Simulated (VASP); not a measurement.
**Ta: relaxation of cell and atoms with PBE**

Crystal: Ta.

```xyz
1
Lattice="-1.6513 1.6513 1.6513 1.6513 -1.6513 1.6513 1.6513 1.6513 -1.6513" Properties=species:S:1:pos:R:3 pbc="T T T"
Ta    0.0000    0.0000    0.0000
```

```json
{
 "Program": "VASP 6.6.1",
 "Task": "relaxation of cell and atoms",
 "Functional": "PBE",
 "Potentials or basis": "VASP PAW PBE potentials, release 64 (Ta_pv)",
 "Cutoff": "500 eV",
 "k mesh": "14 × 14 × 14",
 "Occupations": "methfessel-paxton, width 0.1 eV",
 "Spin": "no spin polarisation",
 "Target pressure": "6 GPa",
 "Dipole correction": "no",
 "Further INCAR settings": "ALGO = Normal; EDIFF = 1e-07; IBRION = 2; EDIFFG = -0.02; NSW = 80; ISIF = 3"
}
```

```
Relaxed volume                                             : 17.79 Å³/atom
Relaxed cell                                               : a = 2.848 Å, b = 2.848 Å, c = 2.848 Å, α = 109.47°, β = 109.47°, γ = 109.47°
Space group after relaxing (to 0.1 Å)                      : Im-3m (No. 229)
Energy change on relaxing (the run minimises the enthalpy) : +6.3 meV/atom
Ionic steps                                                : 3
Pressure after relaxing                                    : 6.0 GPa
Band gap on the k mesh                                     : zero (an odd number of electrons rules out a gap without spin polarisation)
```

Step by step:
```
step  energy change (eV)  largest force (eV/Å)  pressure (GPa)  volume (Å³)
   1              0.0000                0.0000            3.23        18.01
   2              0.0420                0.0000           13.93        17.21
   3              0.0063                0.0000            5.97        17.79
```

Final structure:
```
Ta
1.0
    -1.64452    1.64452    1.64452
     1.64452   -1.64452    1.64452
     1.64452    1.64452   -1.64452
Ta
1
Cartesian
  0.0000 0.0000 0.0000
```

Levels at points of the mesh, in eV from the Fermi level:
| k point | band 2 | band 3 | band 4 | band 5 | band 6 | band 7 | band 8 | band 9 |
| --- | --- | --- | --- | --- | --- | --- | --- | --- |
| (0.00, 0.00, 0.00) | -33.00 | -33.00 | -7.93 | 0.76 | 0.76 | 0.76 | 4.08 | 4.08 |
| (0.50, 0.00, 0.00) | -33.39 | -33.01 | -4.40 | -1.55 | 1.67 | 3.97 | 5.01 | 7.95 |
| (0.50, 0.50, 0.50) | -33.85 | -33.85 | -3.85 | -3.85 | 6.96 | 6.96 | 6.96 | 8.80 |

It took 12 s on 1 thread of Intel(R) Xeon(R) 6975P-C (Granite Rapids), on a shared host, peak memory 0.15 GiB.

Caveat: the cell is relaxed towards a set pressure, so the run minimises the enthalpy, not the energy; spin-orbit coupling is left out, which moves the levels of the heavy elements.
